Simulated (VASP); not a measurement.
# Ca (Fm-3m) in VASP: further runs

Runs on Ca. Level: PBEsol. Tasks: single point.

All numbers are computed with VASP 6.6.1; they aren't measurements. Logs are shortened: lines on timing, memory, paths and dates and some standing lists are left out, and cuts for length are marked.

### 1 The cell of the first run

The structure is cubic, space group Fm-3m (No. 225). Conventional cell: a = 5.462 Å, b = 5.462 Å, c = 5.462 Å, α = 90.00°, β = 90.00°, γ = 90.00°. Ca (site symmetry m-3m) has 12 Ca at 3.86 Å within 5.1 Å.

### 2 Single point, PBEsol (40.73 Å³/atom)

The input, INCAR:

```
  PREC = Accurate
  ENCUT = 500
  EDIFF = 1E-6
  ISMEAR = 0
  SIGMA = 0.05
  LREAL = F
  LASPH = T
  NELM = 120
  ALGO = Normal
  ISIF = 2
  LWAVE = F
  LCHARG = F
  GGA = PS
  NBANDS = 11
  GGA_COMPAT = F
```

The input, KPOINTS:

```
Automatic mesh
0
Gamma
  10 10 10
```

The input, POSCAR:

```
Ca
1.0
    0.0000000000      2.7309073315      2.7309073315
    2.7309073315      0.0000000000      2.7309073315
    2.7309073315      2.7309073315      0.0000000000
Ca
1
Direct
    0.0000000000      0.0000000000      0.0000000000
```

Potentials or basis: VASP PAW PBE potentials, release 64 (Ca_sv).

The run is started by

```console
cat potpaw_PBE.64/Ca_sv/POTCAR > POTCAR
mpirun -np 1 vasp_std > vasp.out
```

OUTCAR:

```text
PREC = Accurate
   ENCUT = 500
   EDIFF = 1E-6
   ISMEAR = 0
   LREAL = F
   LASPH = T
   NELM = 120
   ISIF = 2
   GGA = PS

 ion  position               nearest neighbor table
   1  0.000  0.000  0.000-

  LATTYP: Found a face centered cubic cell.
 ALAT       =     5.4618146630

  Lattice vectors:

 A1 = (   0.0000000000,   2.7309073315,   2.7309073315)
 A2 = (   2.7309073315,   0.0000000000,   2.7309073315)
 A3 = (   2.7309073315,   2.7309073315,   0.0000000000)

Analysis of symmetry for initial positions (statically):
=====================================================================
 Subroutine PRICEL returns:
 Original cell was already a primitive cell.

 Routine SETGRP: Setting up the symmetry group for a
 face centered cubic supercell.

 Subroutine GETGRP returns: Found 48 space group operations
 (whereof 48 operations were pure point group operations)
 out of a pool of 48 trial point group operations.

The static configuration has the point symmetry O_h .

Analysis of symmetry for dynamics (positions and initial velocities):
=====================================================================
 Subroutine PRICEL returns:
 Original cell was already a primitive cell.

 Routine SETGRP: Setting up the symmetry group for a
 face centered cubic supercell.

 Subroutine GETGRP returns: Found 48 space group operations
 (whereof 48 operations were pure point group operations)
 out of a pool of 48 trial point group operations.

The dynamic configuration has the point symmetry O_h .

 Subroutine INISYM returns: Found 48 space group operations
 (whereof 48 operations are pure point group operations),
 and found     1 'primitive' translations

----------------------------------------------------------------------------------------

                                     Primitive cell

  volume of cell :      40.7334

  direct lattice vectors                    reciprocal lattice vectors
     0.000000000  2.730907332  2.730907332    -0.183089332  0.183089332  0.183089332
     2.730907332  0.000000000  2.730907332     0.183089332 -0.183089332  0.183089332
     2.730907332  2.730907332  0.000000000     0.183089332  0.183089332 -0.183089332

  length of vectors
     3.862086186  3.862086186  3.862086186     0.317120026  0.317120026  0.317120026

  position of ions in fractional coordinates (direct lattice)
     0.000000000  0.000000000  0.000000000

  ion indices of the primitive-cell ions
   primitive index   ion index
                 1           1

[... 77 lines left out ...]
   ISIF   =      2    stress and relaxation
   ISYM   =      2    0-nonsym 1-usesym 2-fastsym
   POTIM  = 0.5000    time-step for ionic-motion
   TEBEG  =    0.0;   TEEND  =   0.0 temperature during run
   PSTRESS=    0.0 pullay stress
   NELECT =      10.0000    total number of electrons
   NUPDOWN=      -1.0000    fix difference up-down
   EMIN   =  10.00;   EMAX   =-10.00  energy-range for DOS
   EFERMI =   0.00;   METHOD = LEGACY
   ISMEAR =     0;   SIGMA  =   0.05  broadening in eV -4-tet -1-fermi 0-gaus
   EFERMI_NEDOS =   21; number of points for ismear=-14 and -15
   IALGO  =     38    algorithm
   IMIX   =      4    mixing-type and parameters
     AMIX     =   0.40;   BMIX     =  1.00
     AMIX_MAG =   1.60;   BMIX_MAG =  1.00
  volume/ion in A,a.u.               =      40.73       274.88
  Fermi-wavevector in a.u.,A,eV,Ry     =   1.025080  1.937121 14.296860  1.050790
  Thomas-Fermi vector in A             =   2.158902
   LORBIT       =      0    0 simple, 1 ext, 2 COOP (PROOUT), +10 PAW based schemes
   GGA     = PS    functional components
   LHFCALC =     F    Hartree Fock is set to
   AEXX    =    0.0000 exact exchange contribution
   IVDW    =     0    specifies the selected vdW correction
   LEPSILON=     F    determine dielectric tensor
   LRPA    =     F    only Hartree local field effects (RPA)
 non-spin polarized calculation
 Gauss-broadening in eV      SIGMA  =   0.05
  energy-cutoff  :      500.00
  volume of cell :       40.73
 maximum number of plane-waves:      1056
   NGX = 15   NGY = 15   NGZ = 15

 number of electron      10.0000000 magnetization

 number of electron       9.9999997 magnetization

 Free energy of the ion-electron system (eV)
  ---------------------------------------------------
  ext. energy  EPLUGINS =         0.00000000
  ---------------------------------------------------
  free energy    TOTEN  =        -2.13550787 eV

  energy without entropy =       -2.13372903  energy(sigma->0) =       -2.13461845

 E-fermi :   2.0527     XC(G=0):  -7.9246

 val. band max:        2.0430541007   @ k =  -0.3000   0.4000   0.1000
 cond. band min:       2.1165068160   @ k =  -0.3000   0.5000   0.2000
 fundamental gap:      0.0734527152
 Fermi energy:         2.0526712519

 k-point     1 :       0.0000    0.0000    0.0000
  band No.  band energies     occupation
      1     -39.7417      2.00000
      2     -20.7280      2.00000
      3     -20.7280      2.00000
      4     -20.7280      2.00000
      5      -2.0672      2.00000
      6       4.3964      0.00000
      7       4.3964      0.00000
      8       4.3964      0.00000
      9       5.5200      0.00000
     10       5.5200      0.00000
     11      11.3115      0.00000
[... 309 lines left out ...]
 k-point    24 :       0.4000    0.3000    0.0000
  band No.  band energies     occupation
      1     -39.7242      2.00000
      2     -20.8500      2.00000
      3     -20.7778      2.00000
      4     -20.7728      2.00000
      5       0.5099      2.00000
      6       2.8455      0.00000
      7       3.5412      0.00000
      8       5.4054      0.00000
      9       5.7274      0.00000
     10       6.1878      0.00000
     11       8.8824      0.00000

 [... further k-points ...]

------------------------ aborting loop because EDIFF is reached ----------------------------------------

  FORCE on cell =-STRESS in cart. coord.  units (eV):
  Direction    XX          YY          ZZ          XY          YZ          ZX
  --------------------------------------------------------------------------------------
  -------------------------------------------------------------------------------------
  Total       -0.0108737     -0.0108737     -0.0108737      0.0000000     -0.0000000     -0.0000000
  in kB       -0.4276982     -0.4276982     -0.4276982      0.0000000     -0.0000000     -0.0000000
  external PRESSURE =      -0.4276982 kB  Pullay stress =       0.0000000 kB

 VOLUME and BASIS-vectors are now :
 -----------------------------------------------------------------------------
  energy-cutoff  :      500.00
  volume of cell :       40.73
      direct lattice vectors                 reciprocal lattice vectors
     0.000000000  2.730907332  2.730907332    -0.183089332  0.183089332  0.183089332
     2.730907332  0.000000000  2.730907332     0.183089332 -0.183089332  0.183089332
     2.730907332  2.730907332  0.000000000     0.183089332  0.183089332 -0.183089332

 POSITION                                       TOTAL-FORCE (eV/Angst)
 -----------------------------------------------------------------------------------
      0.00000      0.00000      0.00000        -0.000000     -0.000000     -0.000000
 -----------------------------------------------------------------------------------
    total drift:                               -0.000000     -0.000000     -0.000000

  FREE ENERGIE OF THE ION-ELECTRON SYSTEM (eV)
  ---------------------------------------------------
  free  energy   TOTEN  =        -2.1355078653 eV

  energy  without entropy=       -2.1337290304  energy(sigma->0) =       -2.13461845
```

OSZICAR:

```text
N       E                     dE             d eps       ncg     rms          rms(c)
DAV:   1     0.661143853073E+02    0.66114E+02   -0.48824E+03  1034   0.801E+02
DAV:   2    -0.568963707982E+00   -0.66683E+02   -0.65997E+02  1142   0.210E+02
DAV:   3    -0.208571345551E+01   -0.15167E+01   -0.15002E+01  1586   0.303E+01
DAV:   4    -0.214468988451E+01   -0.58976E-01   -0.58753E-01  1320   0.458E+00
DAV:   5    -0.214629233039E+01   -0.16024E-02   -0.16020E-02  1466   0.583E-01    0.227E+00
DAV:   6    -0.213928198144E+01    0.70103E-02   -0.75195E-03  1256   0.101E+00    0.136E+00
DAV:   7    -0.213563815618E+01    0.36438E-02   -0.13706E-02  1115   0.142E+00    0.906E-02
DAV:   8    -0.213550406811E+01    0.13409E-03   -0.10208E-03  1284   0.275E-01    0.184E-02
DAV:   9    -0.213550758873E+01   -0.35206E-05   -0.66945E-05  1365   0.710E-02    0.469E-03
DAV:  10    -0.213550786531E+01   -0.27658E-06   -0.52783E-06  1490   0.193E-02
   1 F= -.21355079E+01 E0= -.21346184E+01  d E =-.177883E-02
```

stdout:

```text
POSCAR found type information on POSCAR Ca
 POSCAR found :  1 types and       1 ions
 scaLAPACK will be used
 -----------------------------------------------------------------------------
|                                                                             |
|                                                                             |
|     You enforced a specific xc type in the INCAR file but a different       |
|     I HOPE YOU KNOW WHAT YOU ARE DOING!                                     |
|                                                                             |
 -----------------------------------------------------------------------------

 LDA part: xc-table for (Slater+PW92), standard interpolation
 POSCAR, INCAR and KPOINTS ok, starting setup
 FFT: planning ... GRIDC
 FFT: planning ... GRID_SOFT
 FFT: planning ... GRID
 WAVECAR not read
 entering main loop
```

Run time: 6.2 s. Hardware: 1 thread of Intel Xeon 6975P-C (Granite Rapids), shared host; peak memory 0.16 GiB.

Results:

- Free energy: -2.1355 eV
- Pressure: 0.0 GPa
- Band gap on the k mesh: zero (bands 5 and 6 overlap by 0.22 eV)

Caveat: the PAW data sets were made with another functional, which shifts forces and pressure a little.

### 3 Single point, PBEsol

This run uses another cell than the first one, of 43.44 Å³/atom.

The input, INCAR:

```
PREC     = Accurate       # precision mode
ENCUT    = 500            # plane-wave cutoff, eV
EDIFF    = 1E-6           # SCF threshold, eV
ISMEAR   = 0              # smearing method
SIGMA    = 0.05           # smearing width, eV
LREAL    = F              # projectors in reciprocal space
LASPH    = T              # aspherical terms in the spheres
NELM     = 120            # most SCF steps
ALGO     = Normal         # electronic algorithm
ISIF     = 2              # what is computed and relaxed
LWAVE    = F              # write WAVECAR
LCHARG   = T              # write CHGCAR
GGA      = PS             # functional
LELF     = T              # ELF
LVHAR    = T            
NBANDS   = 11             # bands
GGA_COMPAT= F
```

The input, KPOINTS:

```
regular mesh
0
Gamma
  10 10 10
```

The input, POSCAR:

```
Ca
1.0
    0.0000000000      2.7900000000      2.7900000000
    2.7900000000      0.0000000000      2.7900000000
    2.7900000000      2.7900000000      0.0000000000
Ca
1
Direct
    0.0000000000      0.0000000000      0.0000000000
```

Potentials or basis: VASP PAW PBE potentials, release 64 (Ca_sv).

The run is started by

```console
cat potpaw_PBE.64/Ca_sv/POTCAR > POTCAR
mpirun -np 1 vasp_std > vasp.out
```

OUTCAR:

```text
PREC = Accurate
   ENCUT = 500
   EDIFF = 1E-6
   ISMEAR = 0
   LREAL = F
   LASPH = T
   NELM = 120
   ISIF = 2
   GGA = PS

 ion  position               nearest neighbor table
   1  0.000  0.000  0.000-

  LATTYP: Found a face centered cubic cell.
 ALAT       =     5.5800000000

  Lattice vectors:

 A1 = (   0.0000000000,   2.7900000000,   2.7900000000)
 A2 = (   2.7900000000,   0.0000000000,   2.7900000000)
 A3 = (   2.7900000000,   2.7900000000,   0.0000000000)

Analysis of symmetry for initial positions (statically):
=====================================================================
 Subroutine PRICEL returns:
 Original cell was already a primitive cell.

 Routine SETGRP: Setting up the symmetry group for a
 face centered cubic supercell.

 Subroutine GETGRP returns: Found 48 space group operations
 (whereof 48 operations were pure point group operations)
 out of a pool of 48 trial point group operations.

The static configuration has the point symmetry O_h .

Analysis of symmetry for dynamics (positions and initial velocities):
[... 167 lines left out ...]
 k-point     1 :       0.0000    0.0000    0.0000
  band No.  band energies     occupation
      1     -40.1422      2.00000
      2     -21.1366      2.00000
      3     -21.1366      2.00000
      4     -21.1366      2.00000
      5      -2.2032      2.00000
      6       4.0606      0.00000
      7       4.0606      0.00000
      8       4.0606      0.00000
      9       5.1011      0.00000
     10       5.1011      0.00000
     11      10.7834      0.00000
[... 309 lines left out ...]
 k-point    24 :       0.4000    0.3000    0.0000
  band No.  band energies     occupation
      1     -40.1293      2.00000
      2     -21.2328      2.00000
      3     -21.1762      2.00000
      4     -21.1723      2.00000
      5       0.2762      2.00000
      6       2.6089      0.00000
      7       3.2442      0.00000
      8       4.9931      0.00000
      9       5.2886      0.00000
     10       5.7176      0.00000
     11       8.2054      0.00000

 [... further k-points ...]

------------------------ aborting loop because EDIFF is reached ----------------------------------------

  FORCE on cell =-STRESS in cart. coord.  units (eV):
  Direction    XX          YY          ZZ          XY          YZ          ZX
  --------------------------------------------------------------------------------------
  -------------------------------------------------------------------------------------
  Total       -0.3006116     -0.3006116     -0.3006116      0.0000000      0.0000000      0.0000000
  in kB      -11.0885221    -11.0885221    -11.0885221      0.0000000      0.0000000      0.0000000
  external PRESSURE =     -11.0885221 kB  Pullay stress =       0.0000000 kB

 VOLUME and BASIS-vectors are now :
 -----------------------------------------------------------------------------
  energy-cutoff  :      500.00
  volume of cell :       43.44
      direct lattice vectors                 reciprocal lattice vectors
     0.000000000  2.790000000  2.790000000    -0.179211470  0.179211470  0.179211470
     2.790000000  0.000000000  2.790000000     0.179211470 -0.179211470  0.179211470
     2.790000000  2.790000000  0.000000000     0.179211470  0.179211470 -0.179211470

 POSITION                                       TOTAL-FORCE (eV/Angst)
 -----------------------------------------------------------------------------------
      0.00000      0.00000      0.00000        -0.000000     -0.000000      0.000000
 -----------------------------------------------------------------------------------
    total drift:                               -0.000000     -0.000000      0.000000

  FREE ENERGIE OF THE ION-ELECTRON SYSTEM (eV)
  ---------------------------------------------------
  free  energy   TOTEN  =        -2.1262263231 eV

  energy  without entropy=       -2.1246814505  energy(sigma->0) =       -2.12545389
```

OSZICAR:

```text
N       E                     dE             d eps       ncg     rms          rms(c)
DAV:   1     0.654124665052E+02    0.65412E+02   -0.49258E+03  1034   0.795E+02
DAV:   2    -0.568955115329E+00   -0.65981E+02   -0.65328E+02  1145   0.205E+02
DAV:   3    -0.208886272898E+01   -0.15199E+01   -0.15019E+01  1537   0.301E+01
DAV:   4    -0.213225537042E+01   -0.43393E-01   -0.43283E-01  1328   0.410E+00
DAV:   5    -0.213322159755E+01   -0.96623E-03   -0.96600E-03  1505   0.489E-01    0.232E+00
DAV:   6    -0.212879534212E+01    0.44263E-02   -0.72614E-03  1263   0.101E+00    0.139E+00
DAV:   7    -0.212634889076E+01    0.24465E-02   -0.13831E-02  1105   0.144E+00    0.899E-02
DAV:   8    -0.212622162189E+01    0.12727E-03   -0.99347E-04  1286   0.268E-01    0.182E-02
DAV:   9    -0.212622590561E+01   -0.42837E-05   -0.73869E-05  1373   0.717E-02    0.496E-03
DAV:  10    -0.212622632305E+01   -0.41744E-06   -0.56940E-06  1509   0.214E-02
   1 F= -.21262263E+01 E0= -.21254539E+01  d E =-.154487E-02
```

stdout:

```text
POSCAR found type information on POSCAR Ca
 POSCAR found :  1 types and       1 ions
 scaLAPACK will be used
 -----------------------------------------------------------------------------
|                                                                             |
|                                                                             |
|     You enforced a specific xc type in the INCAR file but a different       |
|     I HOPE YOU KNOW WHAT YOU ARE DOING!                                     |
|                                                                             |
 -----------------------------------------------------------------------------

 LDA part: xc-table for (Slater+PW92), standard interpolation
 POSCAR, INCAR and KPOINTS ok, starting setup
 FFT: planning ... GRIDC
 FFT: planning ... GRID_SOFT
 FFT: planning ... GRID
 WAVECAR not read
 entering main loop
```

Wall time 9.4 s (1 thread of Intel Xeon 6975P-C (Granite Rapids), shared host); peak memory 0.17 GiB.

Results:

* Free energy: -2.1262 eV
* Pressure: -1.1 GPa
* Band gap on the k mesh: zero (bands 5 and 6 overlap by 0.30 eV)

Levels at points of the mesh, in eV from the Fermi level:
```csv
k point,band 3,band 4,band 5,band 6,band 7,band 8
"(0.00, 0.00, 0.00)",-22.94,-22.94,-4.01,2.26,2.26,2.26
"(0.50, 0.00, 0.00)",-22.96,-22.96,-1.02,-0.20,2.15,2.15
"(0.50, 0.50, 0.00)",-22.99,-22.99,-0.46,0.55,0.89,3.96
```

Caveat: the PAW data sets were made with another functional, which shifts forces and pressure a little.

### 4 Single point, PBEsol (43.12 Å³/atom)

This run uses another cell than the first one, of 43.12 Å³/atom.

INCAR is that of step 3.

The input, KPOINTS:

```
Automatic mesh
0
Gamma
  10 10 10
```

The input, POSCAR:

```
Ca
1.0
    0.0000000000      2.7831599267      2.7831599267
    2.7831599267      0.0000000000      2.7831599267
    2.7831599267      2.7831599267      0.0000000000
Ca
1
Direct
    0.0000000000      0.0000000000      0.0000000000
```

The run is started by

```console
cat potpaw_PBE.64/Ca_sv/POTCAR > POTCAR
mpirun -np 1 vasp_std > vasp.out
```

Wall time 8.5 s (1 thread of Intel Xeon 6975P-C (Granite Rapids), shared host); peak memory 0.17 GiB.

The run converged. Its results:

```yaml
Free_energy: -2.1282 eV
Pressure: -1.0 GPa
Band_gap_on_the_k_mesh: zero (bands 5 and 6 overlap by 0.29 eV)
```

Levels at points of the mesh, in eV from the Fermi level:
| k point | band 2 | band 3 | band 4 | band 5 | band 6 | band 7 | band 8 | band 9 |
| --- | --- | --- | --- | --- | --- | --- | --- | --- |
| (0.00, 0.00, 0.00) | -22.92 | -22.92 | -22.92 | -4.02 | 2.27 | 2.27 | 2.27 | 3.32 |
| (0.50, 0.00, 0.00) | -23.05 | -22.94 | -22.94 | -1.02 | -0.20 | 2.16 | 2.16 | 3.99 |
| (0.50, 0.50, 0.00) | -23.04 | -22.97 | -22.97 | -0.46 | 0.55 | 0.90 | 3.98 | 4.17 |

Caveat: the PAW data sets were made with another functional, which shifts forces and pressure a little.

### 5 Overview

```tsv
cell	gap on the mesh (eV)	pressure (GPa)
a = 3.862 Å, angles 60.0°, 1 atom	none	0.0
a = 3.946 Å, angles 60.0°, 1 atom	none	-1.1
a = 3.936 Å, angles 60.0°, 1 atom	none	-1.0
```

Alike in all rows: task single point; level PBEsol; potentials or basis VASP PAW PBE potentials, release 64 (Ca_sv); no spin polarisation; k mesh 10 × 10 × 10; cutoff (eV) 500; smearing gaussian 0.05 eV.

Caveats: the PAW data sets were made with another functional, which shifts forces and pressure a little.

Absolute energies hang on the potentials; compare differences alone.
